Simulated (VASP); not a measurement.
# Sr (Fm-3m) in VASP: notebook

Sr is run at these levels: r2SCAN; tasks: electric field gradients.

All numbers are computed with VASP 6.6.1; they aren't measurements. Logs are shortened: lines on timing, memory, paths and dates and some standing lists are left out, and cuts for length are marked.

## Step 1: The cell of the first run

It takes space group Fm-3m (No. 225, cubic). Conventional cell: a = 5.964 Å, b = 5.964 Å, c = 5.964 Å, α = 90.00°, β = 90.00°, γ = 90.00°. Sr (site symmetry m-3m) has 12 Sr at 4.22 Å within 5.5 Å.

## Step 2: Electric field gradients, r2SCAN (volume scaled by 0.95)

POSCAR

```
Sr
1.0
    0.0000000000      2.9821761920      2.9821761920
    2.9821761920      0.0000000000      2.9821761920
    2.9821761920      2.9821761920      0.0000000000
Sr
1
Direct
    0.0000000000      0.0000000000      0.0000000000
```

INCAR.step1

```
SYSTEM = Sr
PREC = Accurate ; ENCUT = 520
ISMEAR = -1 ; SIGMA = 0.03
LREAL = .FALSE. ; LASPH = .TRUE.
NELM = 60 ; NBANDS = 11
GGA = PE ; ALGO = Normal
EDIFF = 1E-4 ; LWAVE = .TRUE.
LCHARG = .FALSE.
```

INCAR.step2

```
SYSTEM = Sr
PREC = Accurate ; ENCUT = 520
EDIFF = 1E-8 ; ISMEAR = -1
SIGMA = 0.03 ; LREAL = .FALSE.
LASPH = .TRUE. ; NELM = 60
ALGO = Normal ; ISIF = 2
LWAVE = .FALSE. ; LCHARG = .FALSE.
METAGGA = R2SCAN ; LMIXTAU = .TRUE.
LEFG = .TRUE. ; NBANDS = 11
ISTART = 1
```

KPOINTS

```
Automatic mesh
0
G
  9 9 9
  0 0 0
```

Potentials or basis: VASP PAW PBE potentials, release 64 (Sr_sv).

Command:

```sh
$ cat potpaw_PBE.64/Sr_sv/POTCAR > POTCAR
$ cp INCAR.step1 INCAR
$ mpirun -np 1 vasp_std > vasp.out
$ cp INCAR.step2 INCAR
$ mpirun -np 1 vasp_std > vasp.out
```

OUTCAR:

```text
SYSTEM = Sr
   PREC = Accurate
   ENCUT = 520
   EDIFF = 1E-8
   ISMEAR = -1
   LREAL = .FALSE.
   LASPH = .TRUE.
   NELM = 60
   ISIF = 2
   METAGGA = R2SCAN
   ISTART = 1

 ion  position               nearest neighbor table
   1  0.000  0.000  0.000-

  LATTYP: Found a face centered cubic cell.
 ALAT       =     5.9643523840

  Lattice vectors:

 A1 = (   0.0000000000,   2.9821761920,   2.9821761920)
 A2 = (   2.9821761920,   0.0000000000,   2.9821761920)
 A3 = (   2.9821761920,   2.9821761920,   0.0000000000)

Analysis of symmetry for initial positions (statically):
=====================================================================
 Subroutine PRICEL returns:
 Original cell was already a primitive cell.

 Routine SETGRP: Setting up the symmetry group for a
 face centered cubic supercell.

 Subroutine GETGRP returns: Found 48 space group operations
 (whereof 48 operations were pure point group operations)
 out of a pool of 48 trial point group operations.

The static configuration has the point symmetry O_h .

Analysis of symmetry for dynamics (positions and initial velocities):
=====================================================================
 Subroutine PRICEL returns:
 Original cell was already a primitive cell.

 Routine SETGRP: Setting up the symmetry group for a
 face centered cubic supercell.

 Subroutine GETGRP returns: Found 48 space group operations
 (whereof 48 operations were pure point group operations)
 out of a pool of 48 trial point group operations.

The dynamic configuration has the point symmetry O_h .

 Subroutine INISYM returns: Found 48 space group operations
 (whereof 48 operations are pure point group operations),
 and found     1 'primitive' translations

----------------------------------------------------------------------------------------

                                     Primitive cell

  volume of cell :      53.0432

  direct lattice vectors                    reciprocal lattice vectors
     0.000000000  2.982176192  2.982176192    -0.167662796  0.167662796  0.167662796
     2.982176192  0.000000000  2.982176192     0.167662796 -0.167662796  0.167662796
     2.982176192  2.982176192  0.000000000     0.167662796  0.167662796 -0.167662796

  length of vectors
     4.217434016  4.217434016  4.217434016     0.290400482  0.290400482  0.290400482

  position of ions in fractional coordinates (direct lattice)
     0.000000000  0.000000000  0.000000000

  ion indices of the primitive-cell ions
   primitive index   ion index
                 1           1

----------------------------------------------------------------------------------------

 KPOINTS: Automatic mesh

Automatic generation of k-mesh.
 Grid dimensions read from file:
 generate k-points for:    9    9    9

 Generating k-lattice:

  Cartesian coordinates                     Fractional coordinates (reciprocal lattice)
    -0.018629200  0.018629200  0.018629200     0.111111111  0.000000000  0.000000000
     0.018629200 -0.018629200  0.018629200     0.000000000  0.111111111  0.000000000
     0.018629200  0.018629200 -0.018629200     0.000000000  0.000000000  0.111111111

  Length of vectors
     0.032266720  0.032266720  0.032266720

  Shift w.r.t. Gamma in fractional coordinates (k-lattice)
     0.000000000  0.000000000  0.000000000

 Subroutine IBZKPT returns following result:
 ===========================================

 Found     35 irreducible k-points:

 Following reciprocal coordinates:
            Coordinates               Weight
  0.000000  0.000000  0.000000      1.000000
  0.111111  0.000000  0.000000      8.000000
  0.222222  0.000000  0.000000      8.000000
  0.333333  0.000000  0.000000      8.000000
  0.444444  0.000000  0.000000      8.000000
  0.111111  0.111111  0.000000      6.000000
[... 16 lines left out ...]
 -0.333333  0.333333  0.000000     12.000000
  0.444444  0.444444  0.000000      6.000000
 [... further k-points ...]
   k-points           NKPTS =     35   k-points in BZ     NKDIM =     35   number of bands    NBANDS=     11
   number of dos      NEDOS =    301   number of ions     NIONS =      1
   total plane-waves  NPLWV =  32768
   dimension x,y,z NGX =    32 NGY =   32 NGZ =   32
   dimension x,y,z NGXF=    64 NGYF=   64 NGZF=   64
   ions per type =               1
   NGX,Y,Z   is equivalent  to a cutoff of  12.61, 12.61, 12.61 a.u.
   NGXF,Y,Z  is equivalent  to a cutoff of  25.23, 25.23, 25.23 a.u.
 SYSTEM =  Sr
   PREC   = accura    normal or accurate (medium, high low for compatibility)
   ISTART =      1    job   : 0-new  1-cont  2-samecut
   ICHARG =      0    charge: 1-file 2-atom 10-const
   ISPIN  =      1    spin polarized calculation?
   LNONCOLLINEAR =      F non collinear calculations
   LSORBIT =      F    spin-orbit coupling
   LASPH  =      T    aspherical Exc in radial PAW
   ENCUT  =  520.0 eV  38.22 Ry    6.18 a.u.   7.84  7.84  7.84*2*pi/ulx,y,z
   NELM   =     60;   NELMIN=  2; NELMDL=  0     # of ELM steps
   EDIFF  = 0.1E-07   stopping-criterion for ELM
   LREAL  =      F    real-space projection
   EDIFFG = 0.1E-06   stopping-criterion for IOM
   NSW    =      0    number of steps for IOM
   IBRION =     -1    ionic relax: 0-MD 1-quasi-New 2-CG
   NFREE  =      0    steps in history (QN), initial steepest desc. (CG)
   ISIF   =      2    stress and relaxation
   ISYM   =      2    0-nonsym 1-usesym 2-fastsym
   POTIM  = 0.5000    time-step for ionic-motion
   TEBEG  =    0.0;   TEEND  =   0.0 temperature during run
   PSTRESS=    0.0 pullay stress
   NELECT =      10.0000    total number of electrons
   NUPDOWN=      -1.0000    fix difference up-down
   EMIN   =  10.00;   EMAX   =-10.00  energy-range for DOS
   EFERMI =   0.00;   METHOD = LEGACY
   ISMEAR =    -1;   SIGMA  =   0.03  broadening in eV -4-tet -1-fermi 0-gaus
   EFERMI_NEDOS =   21; number of points for ismear=-14 and -15
   IALGO  =     38    algorithm
   IMIX   =      4    mixing-type and parameters
     AMIX     =   0.40;   BMIX     =  1.00
     AMIX_MAG =   1.60;   BMIX_MAG =  1.00
  volume/ion in A,a.u.               =      53.04       357.95
  Fermi-wavevector in a.u.,A,eV,Ry     =   0.938710  1.773905 11.989139  0.881177
  Thomas-Fermi vector in A             =   2.065949
   LORBIT       =      0    0 simple, 1 ext, 2 COOP (PROOUT), +10 PAW based schemes
   METAGGA = R2SCAN    functional components
   LHFCALC =     F    Hartree Fock is set to
   AEXX    =    0.0000 exact exchange contribution
   IVDW    =     0    specifies the selected vdW correction
   LEPSILON=     F    determine dielectric tensor
   LRPA    =     F    only Hartree local field effects (RPA)
 non-spin polarized calculation
  energy-cutoff  :      520.00
  volume of cell :       53.04
 maximum number of plane-waves:      1438
   NGX = 15   NGY = 15   NGZ = 15

 number of electron      10.0000000 magnetization

 Free energy of the ion-electron system (eV)
  ---------------------------------------------------
  ext. energy  EPLUGINS =         0.00000000
  ---------------------------------------------------
  free energy    TOTEN  =       -15.08796653 eV

  energy without entropy =      -15.08318102  energy(sigma->0) =      -15.08557378

 E-fermi :   1.7188     XC(G=0):  -7.9067

 val. band max:        1.6771447228   @ k =  -0.3333   0.4444   0.2222
 cond. band min:       1.7487412706   @ k =  -0.4444   0.2222   0.0000
 fundamental gap:      0.0715965478
 Fermi energy:         1.7187525980

 k-point     1 :       0.0000    0.0000    0.0000
  band No.  band energies     occupation
      1     -36.2117      2.00000
      2     -17.4646      2.00000
      3     -17.4646      2.00000
      4     -17.4646      2.00000
      5      -2.1521      2.00000
      6       4.4787      0.00000
      7       4.4787      0.00000
      8       4.4787      0.00000
      9       6.0782      0.00000
     10       6.0782      0.00000
     11       9.3544      0.00000

 k-point     2 :       0.1111    0.0000    0.0000
  band No.  band energies     occupation
      1     -36.2096      2.00000
      2     -17.4926      2.00000
      3     -17.4682      2.00000
      4     -17.4682      2.00000
      5      -1.9368      2.00000
      6       4.1251      0.00000
      7       4.5734      0.00000
      8       4.5734      0.00000
      9       5.9457      0.00000
     10       5.9457      0.00000
     11       9.8946      0.00000
[... 295 lines left out ...]
 k-point    24 :       0.4444    0.4444    0.0000
  band No.  band energies     occupation
      1     -36.1885      2.00000
      2     -17.6764      2.00000
      3     -17.5453      2.00000
      4     -17.5453      2.00000
      5       0.9471      2.00000
      6       2.2366      0.00000
      7       2.9166      0.00000
      8       6.9020      0.00000
      9       6.9020      0.00000
     10       7.1622      0.00000
     11       8.3448      0.00000

 [... further k-points ...]
[... 5 lines left out ...]
  --------------------------------------------------------------------------------------
  -------------------------------------------------------------------------------------
  Total        0.2698454      0.2698454      0.2698454     -0.0000000     -0.0000000     -0.0000000
  in kB        8.1507143      8.1507143      8.1507143     -0.0000000     -0.0000000     -0.0000000
  external PRESSURE =       8.1507143 kB  Pullay stress =       0.0000000 kB

 VOLUME and BASIS-vectors are now :
 -----------------------------------------------------------------------------
  energy-cutoff  :      520.00
  volume of cell :       53.04
      direct lattice vectors                 reciprocal lattice vectors
     0.000000000  2.982176192  2.982176192    -0.167662796  0.167662796  0.167662796
     2.982176192  0.000000000  2.982176192     0.167662796 -0.167662796  0.167662796
     2.982176192  2.982176192  0.000000000     0.167662796  0.167662796 -0.167662796

 POSITION                                       TOTAL-FORCE (eV/Angst)
 -----------------------------------------------------------------------------------
      0.00000      0.00000      0.00000         0.000000     -0.000000     -0.000000
 -----------------------------------------------------------------------------------
    total drift:                                0.000000      0.000000      0.000000

  FREE ENERGIE OF THE ION-ELECTRON SYSTEM (eV)
  ---------------------------------------------------
  free  energy   TOTEN  =       -15.0879665318 eV

  energy  without entropy=      -15.0831810228  energy(sigma->0) =      -15.08557378

 Electric field gradients (V/A^2)
---------------------------------------------------------------------
 ion       V_xx      V_yy      V_zz      V_xy      V_xz      V_yz
---------------------------------------------------------------------
   1       0.000     0.000     0.000    -0.000    -0.000    -0.000
---------------------------------------------------------------------

 Electric field gradients after diagonalization (V/A^2)
 (convention: |V_zz| > |V_xx| > |V_yy|)
----------------------------------------------------------------------
 ion       V_xx      V_yy      V_zz     asymmetry (V_yy - V_xx)/ V_zz
----------------------------------------------------------------------
   1       0.000     0.000    -0.000       0.000
----------------------------------------------------------------------

           NMR quadrupolar parameters

 Cq : quadrupolar parameter    Cq=e*Q*V_zz/h
 eta: asymmetry parameters     (V_yy - V_xx)/ V_zz
 Q  : nuclear electric quadrupole moment in mb (millibarn)
----------------------------------------------------------------------
 ion       Cq(MHz)       eta       Q (mb)
----------------------------------------------------------------------
   1      -0.000       0.000       1.000
----------------------------------------------------------------------
```

Wall time 38 s (1 thread of Intel Xeon 6975P-C (Granite Rapids), shared host); peak memory 0.18 GiB.

Results:

```
Free energy            : -15.0880 eV
Pressure               : 0.8 GPa
Band gap on the k mesh : 0.07 eV, indirect (least direct gap 0.28 eV)
```

Caveat: without QUAD_EFG the Cq values of the log hold for a quadrupole moment of 1 mb, not for the nuclei; the PAW data sets were made with another functional, which shifts forces and pressure a little.

[end of part 1 of 2]
